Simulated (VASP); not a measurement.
TiN, 2 atoms in the cell. Symmetry: Fm-3m, No. 225, cubic system. Conventional cell: a = 4.204 Å, b = 4.204 Å, c = 4.204 Å, α = 90.00°, β = 90.00°, γ = 90.00°. Within 2.8 Å of Ti (site symmetry m-3m) lie 6 N at 2.10 Å. N (site symmetry m-3m) has 6 Ti at 2.10 Å within 2.8 Å. 

| Quantity | Value |
| --- | --- |
| Program | VASP 6.6.1 |
| Task | single point |
| Functional | PBEsol |
| Potentials or basis | VASP PAW PBE potentials, release 64 (Ti_sv, N) |
| Cutoff | 520 eV |
| k mesh | 18 × 18 × 18 |
| Occupations | gaussian, width 0.1 eV |
| Spin | no spin polarisation |
| Dipole correction | no |
| Further INCAR settings | ALGO = Normal; EDIFF = 1e-07; NBANDS = 16 |

Potentials or basis: VASP PAW PBE potentials, release 64 (Ti_sv, N).

Command:

```bash
$ cat potpaw_PBE.64/Ti_sv/POTCAR potpaw_PBE.64/N/POTCAR > POTCAR
$ mpirun -np 1 vasp_std > vasp.out
```

Hardware: 1 thread of Intel(R) Xeon(R) 6975P-C (Granite Rapids), on a shared host.

Task: Estimate the wall time of this run.

Result: It took 24 s on 1 thread of Intel(R) Xeon(R) 6975P-C (Granite Rapids), on a shared host, peak memory 0.18 GiB. Counts: scf iterations 16, k points 195.
